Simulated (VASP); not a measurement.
# SiC (P6_3mc) in VASP: a series of runs, part 2 of 2

VASP 6.6.1. The steps go on from the part before.

**3. Relaxation of cell and atoms, PBE, target pressure 30 GPa, at which the enthalpy is minimised**

File INCAR:

```
  PREC = Accurate
  ENCUT = 600
  EDIFF = 1E-7
  ISMEAR = 0
  SIGMA = 0.01
  LREAL = F
  LASPH = T
  NELM = 120
  ALGO = Normal
  ISIF = 3
  LWAVE = F
  LCHARG = F
  GGA = PE
  IBRION = 2
  NSW = 80
  EDIFFG = -0.05
  PSTRESS = 300.0
  GGA_COMPAT = F
  NELMIN = 4
```

File KPOINTS:

```
regular mesh
0
Gamma
  6 6 4
```

File POSCAR:

```
SiC
1.0
    3.0760000000      0.0000000000      0.0000000000
   -1.5380000000      2.6638940000      0.0000000000
    0.0000000000      0.0000000000      5.0480000000
Si C
2 2
Direct
    0.3333333333      0.6666666667      0.0000000000
    0.6666666667      0.3333333333      0.5000000000
    0.3333333333      0.6666666667      0.3850000000
    0.6666666667      0.3333333333      0.8850000000
```

Potentials or basis: VASP PAW PBE potentials, release 64 (Si, C).

Command:

```sh
> cat potpaw_PBE.64/Si/POTCAR potpaw_PBE.64/C/POTCAR > POTCAR
> mpirun -np 1 vasp_std > vasp.out
```

OUTCAR:

```text
PREC = Accurate
   ENCUT = 600
   EDIFF = 1E-7
   ISMEAR = 0
   LREAL = F
   LASPH = T
   NELM = 120
   ISIF = 3
   GGA = PE
   IBRION = 2
   NSW = 80
   EDIFFG = -0.05
   PSTRESS = 300.0
   NELMIN = 4

 ion  position               nearest neighbor table
   1  0.333  0.667  0.000-   4 1.87   4 1.87   4 1.87   3 1.94   2 3.09   2 3.09   2 3.09   2 3.09
                             2 3.09   2 3.09
   2  0.667  0.333  0.500-   3 1.87   3 1.87   3 1.87   4 1.94   1 3.09   1 3.09   1 3.09   1 3.09
                             1 3.09   1 3.09
   3  0.333  0.667  0.385-   2 1.87   2 1.87   2 1.87   1 1.94
   4  0.667  0.333  0.885-   1 1.87   1 1.87   1 1.87   2 1.94

  LATTYP: Found a hexagonal cell.
 ALAT       =     3.0760000000
 C/A-ratio  =     1.6410923277

  Lattice vectors:

 A1 = (   3.0760000000,   0.0000000000,   0.0000000000)
 A2 = (  -1.5380000000,   2.6638940000,   0.0000000000)
 A3 = (   0.0000000000,   0.0000000000,   5.0480000000)

Analysis of symmetry for initial positions (statically):
=====================================================================
 Subroutine PRICEL returns:
 Original cell was already a primitive cell.

 Routine SETGRP: Setting up the symmetry group for a
 hexagonal supercell.

 Subroutine GETGRP returns: Found 12 space group operations
 (whereof  6 operations were pure point group operations)
 out of a pool of 24 trial point group operations.

The static configuration has the point symmetry C_3v.
 The point group associated with its full space group is C_6v.

Analysis of symmetry for dynamics (positions and initial velocities):
=====================================================================
 Subroutine PRICEL returns:
 Original cell was already a primitive cell.

 Routine SETGRP: Setting up the symmetry group for a
 hexagonal supercell.

 Subroutine GETGRP returns: Found 12 space group operations
 (whereof  6 operations were pure point group operations)
 out of a pool of 24 trial point group operations.

The dynamic configuration has the point symmetry C_3v.
 The point group associated with its full space group is C_6v.

 Subroutine INISYM returns: Found 12 space group operations
[... 129 lines left out ...]
 non-spin polarized calculation
 Gauss-broadening in eV      SIGMA  =   0.01
  energy-cutoff  :      600.00
  volume of cell :       41.36
 maximum number of plane-waves:      1404
 NGX is ok and might be reduce to    28
   NGX = 13   NGY = 13   NGZ = 21

--------------------------------------- Ionic step        1  -------------------------------------------

 number of electron      16.0000001 magnetization

 Free energy of the ion-electron system (eV)
  ---------------------------------------------------
  ext. energy  EPLUGINS =         0.00000000
  ---------------------------------------------------
  free energy    TOTEN  =       -30.06040668 eV

  energy without entropy =      -30.06040668  energy(sigma->0) =      -30.06040668

------------------------ aborting loop because EDIFF is reached ----------------------------------------

  FORCE on cell =-STRESS in cart. coord.  units (eV):
  Direction    XX          YY          ZZ          XY          YZ          ZX
  --------------------------------------------------------------------------------------
  -------------------------------------------------------------------------------------
  Total        1.3316852      1.3316850      0.0457155      0.0000000      0.0000000      0.0000000
  in kB       51.5809723     51.5809668      1.7707244      0.0000000      0.0000000      0.0000000
  external PRESSURE =    -265.0224455 kB  Pullay stress =     300.0000000 kB
[... 27 lines left out ...]
--------------------------------------- Ionic step        2  -------------------------------------------

 number of electron      16.0000000 magnetization

 E-fermi :  11.5818     XC(G=0): -12.5122

 val. band max:       11.4853286843   @ k =   0.0000   0.0000   0.0000
 cond. band min:      13.1882505318   @ k =   0.3333   0.3333   0.0000
 fundamental gap:      1.7029218475
 Fermi energy:        11.5818370035

 k-point     1 :       0.0000    0.0000    0.0000
  band No.  band energies     occupation
      1      -6.3083      2.00000
      2      -1.4889      2.00000
      3       1.1563      2.00000
      4       9.9766      2.00000
      5       9.9766      2.00000
      6      11.3155      2.00000
      7      11.4853      2.00000
      8      11.4853      2.00000
      9      18.2941      0.00000
     10      19.6936      0.00000
     11      19.6936      0.00000
     12      20.7271      0.00000
[... 577 lines left out ...]
--------------------------------------- Ionic step        9  -------------------------------------------

 number of electron      16.0000000 magnetization

 Free energy of the ion-electron system (eV)
  ---------------------------------------------------
  ext. energy  EPLUGINS =         0.00000000
  ---------------------------------------------------
  free energy    TOTEN  =       -29.72975028 eV

  energy without entropy =      -29.72975028  energy(sigma->0) =      -29.72975028

 E-fermi :   9.4944     XC(G=0): -11.7762

 val. band max:        9.3887865146   @ k =   0.0000   0.0000   0.0000
 cond. band min:      11.5067373338   @ k =   0.3333   0.3333   0.0000
 fundamental gap:      2.1179508191
 Fermi energy:         9.4944406560

 k-point     1 :       0.0000    0.0000    0.0000
  band No.  band energies     occupation
      1      -6.9660      2.00000
      2      -3.0029      2.00000
      3       0.1354      2.00000
      4       8.0176      2.00000
      5       8.0176      2.00000
      6       9.3082      2.00000
      7       9.3888      2.00000
      8       9.3888      2.00000
      9      14.9958      0.00000
     10      16.6375      0.00000
     11      16.6375      0.00000
     12      16.6643      0.00000
[... 333 lines left out ...]
  energy  without entropy=      -29.7297502781  energy(sigma->0) =      -29.72975028

  enthalpy is  TOTEN    =       -22.6991542072 eV   P V=        7.0305960709

 reached required accuracy - stopping structural energy minimisation
```

CONTCAR:

```text
SiC
   1.00000000000000
     2.9809297013615930    0.0000000000000000    0.0000000000000000
    -1.4904648506807965    2.5815606819605432    0.0000000000000000
     0.0000000000000000    0.0000000000000000    4.8791863179521044
  Si              C
     2     2
Direct
     0.3333333332999970    0.6666666667000030    0.0043821049158184
     0.6666666667000030    0.3333333332999970    0.5043821049158185
     0.3333333332999970    0.6666666667000030    0.3806178950841796
     0.6666666667000030    0.3333333332999970    0.8806178950841795

  0.00000000E+00  0.00000000E+00  0.00000000E+00
  0.00000000E+00  0.00000000E+00  0.00000000E+00
  0.00000000E+00  0.00000000E+00  0.00000000E+00
  0.00000000E+00  0.00000000E+00  0.00000000E+00
```

It took 2 min on 1 thread of Intel Xeon Platinum 8375C at 2.90GHz (Ice Lake), shared host; peak memory 0.18 GiB.

What came out:

```yaml
Free_energy: -29.7298 eV
Relaxed_volume: 9.39 Å³/atom
Relaxed_cell: a = 2.981 Å, b = 2.981 Å, c = 4.879 Å, α = 90.00°, β = 90.00°, γ = 120.00°
Space_group_after_relaxing_to_0.1_Å: P6_3mc (No. 186)
Energy_change_on_relaxing_the_run_minimises_the_enthalpy: +82.7 meV/atom
Ionic_steps: 9
Pressure_after_relaxing: 29.5 GPa
Largest_force_after_relaxing: 0.011 eV/Å
Band_gap_on_the_k_mesh: 2.12 eV (least direct gap 4.14 eV)
```

Forces in eV/Å, atoms in the order of the input:
```
Si   0.000  0.000  0.011
Si   0.000  0.000  0.011
C    0.000  0.000 -0.011
C    0.000  0.000 -0.011
```

The path:
| step | energy change (eV) | largest force (eV/Å) | pressure (GPa) | volume (Å³) |
| --- | --- | --- | --- | --- |
| 1 | 0.0000 | 0.7450 | 3.50 | 41.36 |
| 2 | 2.4830 | 1.3455 | 98.59 | 31.94 |
| 3 | 0.3353 | 0.3928 | 29.33 | 37.57 |
| 4 | 0.3635 | 0.3668 | 30.67 | 37.41 |
| 5 | 0.3779 | 0.3537 | 31.33 | 37.33 |
| 6 | 0.3542 | 0.4082 | 30.20 | 37.47 |
| 7 | 0.3602 | 0.0092 | 30.75 | 37.40 |
| 8 | 0.3203 | 0.0107 | 29.01 | 37.60 |
| 9 | 0.3307 | 0.0106 | 29.49 | 37.55 |

Final structure:
```xyz
4
Lattice="2.9809 0.0000 0.0000 -1.4905 2.5816 0.0000 0.0000 0.0000 4.8792" Properties=species:S:1:pos:R:3 pbc="T T T"
Si    0.0000    1.7210    0.0214
Si    1.4905    0.8605    2.4610
C     0.0000    1.7210    1.8571
C     1.4905    0.8605    4.2967
```

Caveat: the cell is relaxed towards a set pressure, so the run minimises the enthalpy, not the energy. A k mesh can miss the band edges.

**4. Relaxation of cell and atoms, PBE, target pressure 40 GPa, at which the enthalpy is minimised**

File INCAR:

```
SYSTEM = SiC
PREC = Accurate ; ENCUT = 600
EDIFF = 1E-7 ; ISMEAR = 0
SIGMA = 0.01 ; LREAL = .FALSE.
LASPH = .TRUE. ; NELM = 120
ALGO = Normal ; ISIF = 3
LWAVE = .FALSE. ; LCHARG = .FALSE.
GGA = PE ; IBRION = 2
NSW = 80 ; EDIFFG = -0.05
PSTRESS = 400.0 ; GGA_COMPAT = .FALSE.
NELMIN = 4
```

File KPOINTS:

```
Automatic mesh
0
G
  6 6 4
  0 0 0
```

POSCAR is that of step 3.

Command:

```sh
> cat potpaw_PBE.64/Si/POTCAR potpaw_PBE.64/C/POTCAR > POTCAR
> mpirun -np 1 vasp_std > vasp.out
```

Run time: 2.3 min. Hardware: 1 thread of Intel Xeon Platinum 8375C at 2.90GHz (Ice Lake), shared host; peak memory 0.17 GiB.

Results (log left out):

* Free energy: -29.4678 eV
* Relaxed volume: 9.09 Å³/atom
* Relaxed cell: a = 2.947 Å, b = 2.947 Å, c = 4.832 Å, α = 90.00°, β = 90.00°, γ = 120.00°
* Space group after relaxing (to 0.1 Å): P6_3mc (No. 186)
* Energy change on relaxing (the run minimises the enthalpy): +148.1 meV/atom
* Ionic steps: 10
* Pressure after relaxing: 40.6 GPa
* Largest force after relaxing: 0.009 eV/Å
* Band gap on the k mesh: 2.03 eV (least direct gap 4.22 eV)

Forces on the atoms (eV/Å):
```
Si   0.000  0.000  0.009
Si   0.000  0.000  0.009
C    0.000  0.000 -0.009
C    0.000  0.000 -0.009
```

Stress tensor (GPa, compression positive):
```
40.82  0.00  0.00
 0.00 40.82  0.00
 0.00  0.00 40.07
```

The path:
```
step  energy change (eV)  largest force (eV/Å)  pressure (GPa)  volume (Å³)
   1              0.0000                0.7450            3.50        41.36
   2              5.0216                1.7312          164.47        28.80
   3              0.5260                0.5132           37.44        36.67
   4              0.5946                0.4786           40.23        36.38
   5              0.6182                0.4668           41.17        36.28
   6              0.6058                0.6597           40.37        36.38
   7              0.6002                0.0414           40.73        36.32
   8              0.5541                0.0069           39.04        36.50
   9              0.5606                0.0123           39.30        36.47
  10              0.5926                0.0094           40.57        36.34
```

Final structure:
```
Si C
1.0
     2.94698    0.00000    0.00000
    -1.47349    2.55216    0.00000
     0.00000    0.00000    4.83230
Si C
2 2
Direct
  0.33333 0.66667 0.00454
  0.66667 0.33333 0.50454
  0.33333 0.66667 0.38046
  0.66667 0.33333 0.88046
```

Levels at points of the mesh, in eV from the valence-band top:
```
           k point  band 4  band 5  band 6  band 7  band 8  band 9  band 10  band 11  band 12
(0.00, 0.00, 0.00)   -1.37   -1.37   -0.11    0.00    0.00    5.92     7.47     7.47     7.56
(0.50, 0.00, 0.00)   -6.61   -5.89   -3.66   -3.58   -1.22    2.99     4.35     7.65     7.88
(0.00, 0.00, 0.50)   -4.69   -0.74   -0.74   -0.74   -0.74    7.02     7.02     8.08     8.08
(0.50, 0.00, 0.50)   -8.89   -2.62   -2.62   -2.45   -2.45    3.55     3.55     5.85     5.85
```

Caveat: the cell is relaxed towards a set pressure, so the run minimises the enthalpy, not the energy.

**5. Summary**

```csv
cell,gap on the mesh (eV),pressure (GPa),largest force (eV/Å)
relaxed to 20 GPa,2.17,19.8,-
relaxed to 30 GPa,2.12,29.5,0.01
relaxed to 40 GPa,2.03,40.6,0.01
```

Alike in all rows: task relaxation of cell and atoms; level PBE; potentials or basis VASP PAW PBE potentials, release 64 (Si, C); no spin polarisation; k mesh 6 × 6 × 4; cutoff (eV) 600; smearing gaussian 0.01 eV.

Caveats: the cell is relaxed towards a set pressure, so the run minimises the enthalpy, not the energy.

Absolute energies hang on the potentials; compare differences alone.
